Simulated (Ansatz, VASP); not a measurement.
**CO2 in VASP and in Ansatz**

```
C O
1.0
    -2.28932    2.28932    3.35759
     2.28932   -2.28932    3.35759
     2.28932    2.28932   -3.35759
C O
2 4
Direct
  0.00000 0.00000 0.00000
  0.75000 0.25000 0.50000
  0.37500 0.21748 0.34248
  0.96748 0.62500 0.84248
  0.78252 0.12500 0.15752
  0.87500 0.03252 0.65752
```

Alike in both runs: task relaxation of cell and atoms; functional PBE; k mesh 6 × 6 × 6; occupations gaussian, width 0.1 eV; no spin polarisation.

|  | VASP | Ansatz |
| --- | --- | --- |
| version | VASP 6.6.1 | Ansatz 0.2.0 |
| potentials or method | VASP PAW PBE potentials, release 64 (C, O), cutoff 600 eV | scalar-relativistic, plane waves, PAW |
| valence electrons in the cell | 32 | 32 |

|  | VASP | Ansatz | Ansatz less VASP |
| --- | --- | --- | --- |
| gap on the k mesh at the Fermi level, each at its own relaxed structure (eV) | 7.64 | 7.71 | +0.067 |
| relaxed volume (Å³/atom) | 7.85 | 7.83 | -0.016 |
| relaxed cell length with the largest relative difference (Å) | 4.105 | 4.099 | -0.0062 |

Noted on VASP's run: the volume moved by over 15 % at a fixed basis, so the end points are rough.
